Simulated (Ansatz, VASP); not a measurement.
# AlB2As3 in VASP and in Ansatz

```xyz
6
Lattice="-1.7915 1.7915 7.8734 1.7915 -1.7915 7.8734 1.7915 1.7915 -7.8734" Properties=species:S:1:pos:R:3 pbc="T T T"
Al    0.0000    0.0000    0.0000
B     0.0000    0.0000   10.6355
B     0.0000    0.0000    5.1113
As    0.0000    1.7915    6.2733
As    1.7915    0.0000    3.9367
As    0.0000    1.7915    1.6001
```

Alike in both runs: functional PBE; k mesh 6 × 6 × 6; occupations gaussian, width 0.1 eV; no spin polarisation.

Ansatz relaxed the structure, and its values are those at the end. VASP's run is a single point on that final structure, the one shown.

```csv
,VASP,Ansatz
version,VASP 6.6.1,Ansatz 0.2.0
potentials or method,"VASP PAW PBE potentials, release 64 (Al, B, As), cutoff 520 eV","scalar-relativistic, plane waves, PAW"
valence electrons in the cell,24,54
```

```csv
,VASP,Ansatz,Ansatz less VASP
gap on the k mesh at the Fermi level (eV),0.63,0.63,+0.009
least direct gap on the mesh (eV),0.68,0.68,+0.008
pressure (GPa),0.3,0.0,-0.35
rms of the force components (eV/Å),0.017,0.019,+0.0020
```

VASP's potentials hold 24 valence electrons a cell and Ansatz's 54, so a difference there can come from the potentials and not from the codes.
